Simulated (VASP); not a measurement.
# NiO in VASP: a series of runs

Runs on NiO. Level: PBE. Tasks: single point.

Program: VASP 6.6.1. These are calculated values, not measurements. Logs are shortened: lines on timing, memory, paths and dates and some standing lists are left out, and cuts for length are marked.

## Step 1: The cell of the first run

Symmetry: Fm-3m, No. 225, cubic system. Conventional cell: a = 4.210 Å, b = 4.210 Å, c = 4.210 Å, α = 90.00°, β = 90.00°, γ = 90.00°. Ni (site symmetry m-3m) has 6 O at 2.11 Å within 2.8 Å. Within 2.8 Å of O (site symmetry m-3m) lie 6 Ni at 2.11 Å.

## Step 2: Single point, PBE, collinear spin, ferromagnetic start (volume scaled by 1.02)

File INCAR:

```
PREC = Accurate
ENCUT = 520
EDIFF = 1E-6
ISMEAR = -1
SIGMA = 0.03
LREAL = False
LASPH = True
NELM = 150
ALGO = Normal
ISIF = 2
LWAVE = False
LCHARG = True
ISPIN = 2
MAGMOM = 1.5 0
LORBIT = 11
LMAXMIX = 4
GGA = PE
LELF = True
LVHAR = True
NBANDS = 19
```

File KPOINTS:

```
regular mesh
0
Gamma
  17 17 17
```

File POSCAR:

```
NiO
1.0
    0.0000000000      2.1051601387      2.1051601387
    2.1051601387      0.0000000000      2.1051601387
    2.1051601387      2.1051601387      0.0000000000
Ni O
1 1
Direct
    0.0000000000      0.0000000000      0.0000000000
    0.5000000000      0.5000000000      0.5000000000
```

Potentials or basis: VASP PAW PBE potentials, release 64 (Ni, O).

The run is started by

```bash
$ cat potpaw_PBE.64/Ni/POTCAR potpaw_PBE.64/O/POTCAR > POTCAR
$ mpirun -np 1 vasp_std > vasp.out
```

OUTCAR:

```text
PREC = Accurate
   ENCUT = 520
   EDIFF = 1E-6
   ISMEAR = -1
   LREAL = False
   LASPH = True
   NELM = 150
   ISIF = 2
   ISPIN = 2
   LORBIT = 11
   GGA = PE

 ion  position               nearest neighbor table
   1  0.000  0.000  0.000-   2 2.11   2 2.11   2 2.11   2 2.11   2 2.11   2 2.11
   2  0.500  0.500  0.500-   1 2.11   1 2.11   1 2.11   1 2.11   1 2.11   1 2.11

  LATTYP: Found a face centered cubic cell.
 ALAT       =     4.2103202774

  Lattice vectors:

 A1 = (   0.0000000000,   2.1051601387,   2.1051601387)
 A2 = (   2.1051601387,   0.0000000000,   2.1051601387)
 A3 = (   2.1051601387,   2.1051601387,   0.0000000000)

Analysis of symmetry for initial positions (statically):
=====================================================================
 Subroutine PRICEL returns:
 Original cell was already a primitive cell.

 Routine SETGRP: Setting up the symmetry group for a
 face centered cubic supercell.

 Subroutine GETGRP returns: Found 48 space group operations
 (whereof 48 operations were pure point group operations)
 out of a pool of 48 trial point group operations.

The static configuration has the point symmetry O_h .

Analysis of symmetry for dynamics (positions and initial velocities):
=====================================================================
 Subroutine PRICEL returns:
 Original cell was already a primitive cell.

 Routine SETGRP: Setting up the symmetry group for a
 face centered cubic supercell.

 Subroutine GETGRP returns: Found 48 space group operations
 (whereof 48 operations were pure point group operations)
 out of a pool of 48 trial point group operations.

The dynamic configuration has the point symmetry O_h .

Analysis of structural, dynamic, and magnetic symmetry:
=====================================================================
 Subroutine PRICEL returns:
 Original cell was already a primitive cell.

 Routine SETGRP: Setting up the symmetry group for a
 face centered cubic supercell.

 Subroutine GETGRP returns: Found 48 space group operations
 (whereof 48 operations were pure point group operations)
 out of a pool of 48 trial point group operations.

The overall configuration has the point symmetry O_h .

 Subroutine INISYM returns: Found 48 space group operations
 (whereof 48 operations are pure point group operations),
 and found     1 'primitive' translations

----------------------------------------------------------------------------------------

                                     Primitive cell

  volume of cell :      18.6589

  direct lattice vectors                    reciprocal lattice vectors
     0.000000000  2.105160139  2.105160139    -0.237511622  0.237511622  0.237511622
     2.105160139  0.000000000  2.105160139     0.237511622 -0.237511622  0.237511622
     2.105160139  2.105160139  0.000000000     0.237511622  0.237511622 -0.237511622

  length of vectors
     2.977146019  2.977146019  2.977146019     0.411382197  0.411382197  0.411382197

  position of ions in fractional coordinates (direct lattice)
     0.000000000  0.000000000  0.000000000
     0.500000000  0.500000000  0.500000000

  ion indices of the primitive-cell ions
   primitive index   ion index
                 1           1
                 2           2

----------------------------------------------------------------------------------------

 KPOINTS: regular mesh

Automatic generation of k-mesh.
 Grid dimensions read from file:
 generate k-points for:   17   17   17

 Generating k-lattice:

  Cartesian coordinates                     Fractional coordinates (reciprocal lattice)
    -0.013971272  0.013971272  0.013971272     0.058823529  0.000000000  0.000000000
     0.013971272 -0.013971272  0.013971272     0.000000000  0.058823529  0.000000000
     0.013971272  0.013971272 -0.013971272     0.000000000  0.000000000  0.058823529

  Length of vectors
     0.024198953  0.024198953  0.024198953

  Shift w.r.t. Gamma in fractional coordinates (k-lattice)
     0.000000000  0.000000000  0.000000000

 Subroutine IBZKPT returns following result:
 ===========================================

 Found    165 irreducible k-points:

 Following reciprocal coordinates:
            Coordinates               Weight
  0.000000  0.000000  0.000000      1.000000
  0.058824  0.000000  0.000000      8.000000
  0.117647  0.000000  0.000000      8.000000
  0.176471  0.000000  0.000000      8.000000
  0.235294  0.000000  0.000000      8.000000
  0.294118  0.000000  0.000000      8.000000
[... 16 lines left out ...]
 -0.176471  0.058824  0.000000     24.000000
 -0.117647  0.058824  0.000000     24.000000
 [... further k-points ...]
   k-points           NKPTS =    165   k-points in BZ     NKDIM =    165   number of bands    NBANDS=     19
   number of dos      NEDOS =    301   number of ions     NIONS =      2
   total plane-waves  NPLWV =  13824
   dimension x,y,z NGX =    24 NGY =   24 NGZ =   24
   dimension x,y,z NGXF=    48 NGYF=   48 NGZF=   48
   ions per type =               1   1
   NGX,Y,Z   is equivalent  to a cutoff of  13.40, 13.40, 13.40 a.u.
   NGXF,Y,Z  is equivalent  to a cutoff of  26.80, 26.80, 26.80 a.u.
 SYSTEM =  unknown system
   PREC   = accura    normal or accurate (medium, high low for compatibility)
   ISTART =      0    job   : 0-new  1-cont  2-samecut
   ICHARG =      2    charge: 1-file 2-atom 10-const
   ISPIN  =      2    spin polarized calculation?
   LNONCOLLINEAR =      F non collinear calculations
   LSORBIT =      F    spin-orbit coupling
   LASPH  =      T    aspherical Exc in radial PAW
   ENCUT  =  520.0 eV  38.22 Ry    6.18 a.u.   5.54  5.54  5.54*2*pi/ulx,y,z
   NELM   =    150;   NELMIN=  2; NELMDL= -5     # of ELM steps
   EDIFF  = 0.1E-05   stopping-criterion for ELM
   LREAL  =      F    real-space projection
   EDIFFG = 0.1E-04   stopping-criterion for IOM
   NSW    =      0    number of steps for IOM
   IBRION =     -1    ionic relax: 0-MD 1-quasi-New 2-CG
   NFREE  =      0    steps in history (QN), initial steepest desc. (CG)
   ISIF   =      2    stress and relaxation
   ISYM   =      2    0-nonsym 1-usesym 2-fastsym
   POTIM  = 0.5000    time-step for ionic-motion
   TEBEG  =    0.0;   TEEND  =   0.0 temperature during run
   PSTRESS=    0.0 pullay stress
   NELECT =      16.0000    total number of electrons
   NUPDOWN=      -1.0000    fix difference up-down
   EMIN   =  10.00;   EMAX   =-10.00  energy-range for DOS
   EFERMI =   0.00;   METHOD = LEGACY
   ISMEAR =    -1;   SIGMA  =   0.03  broadening in eV -4-tet -1-fermi 0-gaus
   EFERMI_NEDOS =   21; number of points for ismear=-14 and -15
   IALGO  =     38    algorithm
   IMIX   =      4    mixing-type and parameters
     AMIX     =   0.40;   BMIX     =  1.00
     AMIX_MAG =   1.60;   BMIX_MAG =  1.00
  volume/ion in A,a.u.               =       9.33        62.96
  Fermi-wavevector in a.u.,A,eV,Ry     =   1.555320  2.939128 32.912759  2.419020
  Thomas-Fermi vector in A             =   2.659278
   LORBIT       =     11    0 simple, 1 ext, 2 COOP (PROOUT), +10 PAW based schemes
   GGA     = PE    functional components
   LHFCALC =     F    Hartree Fock is set to
   AEXX    =    0.0000 exact exchange contribution
   IVDW    =     0    specifies the selected vdW correction
   LEPSILON=     F    determine dielectric tensor
   LRPA    =     F    only Hartree local field effects (RPA)
 spin polarized calculation
  energy-cutoff  :      520.00
  volume of cell :       18.66
 maximum number of plane-waves:       531
 NGX is ok and might be reduce to    24
   NGX = 11   NGY = 11   NGZ = 11

 number of electron      16.0000013 magnetization       1.7610490

 Free energy of the ion-electron system (eV)
  ---------------------------------------------------
  ext. energy  EPLUGINS =         0.00000000
  ---------------------------------------------------
  free energy    TOTEN  =       -11.48064730 eV

  energy without entropy =      -11.47716427  energy(sigma->0) =      -11.47890579

 E-fermi :   7.5508     XC(G=0): -12.5385

 val. band max:        7.5499618251   @ k =   0.1176   0.0000   0.0000
 cond. band min:       7.5527111073   @ k =  -0.2353   0.2353   0.0588
 fundamental gap:      0.0027492822
 Fermi energy:         7.5507554511

 spin component 1

 k-point     1 :       0.0000    0.0000    0.0000
  band No.  band energies     occupation
      1     -12.5925      1.00000
      2       4.4393      1.00000
      3       4.4394      1.00000
      4       4.6538      1.00000
      5       4.6538      1.00000
      6       4.6538      1.00000
[... 11 lines left out ...]
     18      33.1650      0.00000
     19      33.1650      0.00000

 k-point     2 :       0.0588    0.0000    0.0000
  band No.  band energies     occupation
      1     -12.5547      1.00000
      2       4.0194      1.00000
      3       4.0194      1.00000
      4       4.2217      1.00000
      5       4.8801      1.00000
      6       4.8802      1.00000
[... 476 lines left out ...]
 k-point    24 :      -0.1176    0.0588    0.0000
  band No.  band energies     occupation
      1     -12.3621      1.00000
      2       2.9041      1.00000
      3       3.1476      1.00000
      4       3.7200      1.00000
      5       4.8582      1.00000
      6       5.0326      1.00000
[... 11 lines left out ...]
     18      35.0031      0.00000
     19      36.4404      0.00000

 [... further k-points ...]

 spin component 2

 k-point     1 :       0.0000    0.0000    0.0000
  band No.  band energies     occupation
      1     -12.1515      1.00000
      2       5.1617      1.00000
      3       5.1617      1.00000
      4       5.1617      1.00000
      5       5.7595      1.00000
      6       5.7597      1.00000
[... 11 lines left out ...]
     18      33.7608      0.00000
     19      33.7610      0.00000

 k-point     2 :       0.0588    0.0000    0.0000
  band No.  band energies     occupation
      1     -12.1125      1.00000
      2       4.7562      1.00000
      3       4.9726      1.00000
      4       4.9726      1.00000
      5       5.8234      1.00000
      6       5.8236      1.00000
[... 476 lines left out ...]
 k-point    24 :      -0.1176    0.0588    0.0000
  band No.  band energies     occupation
      1     -11.9139      1.00000
      2       3.5270      1.00000
      3       4.3309      1.00000
      4       4.4314      1.00000
      5       5.8766      1.00000
      6       6.1392      1.00000
[... 11 lines left out ...]
     18      35.5683      0.00000
     19      37.0398      0.00000

 [... further k-points ...]
[... 5 lines left out ...]
  --------------------------------------------------------------------------------------
  -------------------------------------------------------------------------------------
  Total        0.0334388      0.0334388      0.0334388     -0.0000000      0.0000000      0.0000000
  in kB        2.8712855      2.8712855      2.8712855     -0.0000000      0.0000000      0.0000000
  external PRESSURE =       2.8712855 kB  Pullay stress =       0.0000000 kB

 VOLUME and BASIS-vectors are now :
 -----------------------------------------------------------------------------
  energy-cutoff  :      520.00
  volume of cell :       18.66
      direct lattice vectors                 reciprocal lattice vectors
     0.000000000  2.105160139  2.105160139    -0.237511622  0.237511622  0.237511622
     2.105160139  0.000000000  2.105160139     0.237511622 -0.237511622  0.237511622
     2.105160139  2.105160139  0.000000000     0.237511622  0.237511622 -0.237511622

 POSITION                                       TOTAL-FORCE (eV/Angst)
 -----------------------------------------------------------------------------------
      0.00000      0.00000      0.00000        -0.000000      0.000000      0.000000
      2.10516      2.10516      2.10516         0.000000     -0.000000     -0.000000
 -----------------------------------------------------------------------------------
    total drift:                                0.000000     -0.000000     -0.000000

  FREE ENERGIE OF THE ION-ELECTRON SYSTEM (eV)
  ---------------------------------------------------
  free  energy   TOTEN  =       -11.4806473008 eV

  energy  without entropy=      -11.4771642730  energy(sigma->0) =      -11.47890579

 total charge

# of ion       s       p       d       tot
------------------------------------------
    1        0.324   0.387   8.231   8.942
    2        1.557   3.411   0.000   4.968
--------------------------------------------------
tot          1.881   3.798   8.231  13.909

 magnetization (x)

# of ion       s       p       d       tot
------------------------------------------
    1        0.011   0.015   1.422   1.448
    2        0.027   0.242   0.000   0.269
--------------------------------------------------
tot          0.039   0.256   1.422   1.717
```

It took 43 s on 1 thread of Intel Xeon 6975P-C (Granite Rapids), shared host; peak memory 0.22 GiB.

What came out:

```
Free energy                                           : -11.4806 eV
Pressure                                              : 0.3 GPa
Net moment                                            : 1.76 μB per cell
Site moments                                          : Ni +1.45; O +0.27 μB
Valence electrons inside the program's atomic spheres : Ni 8.94; O 4.97
```

Caveat: a cell with one magnetic atom can't hold antiferromagnetic order, which such compounds often take; semilocal functionals often make such compounds metallic where correlation or magnetic order opens a gap, which also shifts bond lengths.

## Step 3: Single point, PBE, collinear spin, ferromagnetic start (equal xy, yz and zx shear strains of +3 %)

File INCAR:

```
PREC = Accurate ; ENCUT = 520
EDIFF = 1E-6 ; ISMEAR = -1
SIGMA = 0.03 ; LREAL = False
LASPH = True ; NELM = 150
ALGO = Normal ; ISIF = 2
LWAVE = False ; LCHARG = True
ISPIN = 2 ; MAGMOM = 1.5 0
LORBIT = 11 ; LMAXMIX = 4
GGA = PE ; LELF = True
LVHAR = True ; NBANDS = 19
```

File KPOINTS:

```
Automatic mesh
0
Gamma
  17 17 17
```

File POSCAR:

```
NiO
1.0
    0.0627393000      2.1226796500      2.1226796500
    2.1226796500      0.0627393000      2.1226796500
    2.1226796500      2.1226796500      0.0627393000
Ni O
1 1
Direct
    0.0000000000      0.0000000000      0.0000000000
    0.5000000000      0.5000000000      0.5000000000
```

Potentials or basis: VASP PAW PBE potentials, release 64 (Ni, O).

The run is started by

```bash
$ cat potpaw_PBE.64/Ni/POTCAR potpaw_PBE.64/O/POTCAR > POTCAR
$ mpirun -np 1 vasp_std > vasp.out
```

Wall time 2.5 min (1 thread of Intel Xeon 6975P-C (Granite Rapids), shared host); peak memory 0.35 GiB.

Results (log left out):

| Item | Value |
| --- | --- |
| Free energy | -11.4664 eV |
| Pressure | 3.7 GPa |
| Net moment | 1.71 μB per cell |
| Site moments | Ni +1.41; O +0.26 μB |
| Valence electrons inside the program's atomic spheres | Ni 8.98; O 4.98 |

Stress tensor (GPa, compression positive):
```
 3.71 -1.77 -1.77
-1.77  3.71 -1.77
-1.77 -1.77  3.71
```

Levels at points of the mesh, in eV from the Fermi level:
Spin up:
| k point | band 6 | band 7 | band 8 | band 9 | band 10 | band 11 | band 12 | band 13 |
| --- | --- | --- | --- | --- | --- | --- | --- | --- |
| (0.00, 0.00, 0.00) | -2.88 | -2.76 | -2.59 | -2.59 | 1.50 | 17.76 | 18.09 | 19.32 |
Spin down:
```tsv
k point	band 4	band 5	band 6	band 7	band 8	band 9	band 10	band 11
(0.00, 0.00, 0.00)	-2.39	-1.99	-1.79	-1.79	-0.63	-0.63	1.84	17.72
```

Caveat: the cell differs from its parent crystal (equal xy, yz and zx shear strains of +3 %); a cell with one magnetic atom can't hold antiferromagnetic order, which such compounds often take; semilocal functionals often make such compounds metallic where correlation or magnetic order opens a gap, which also shifts bond lengths.
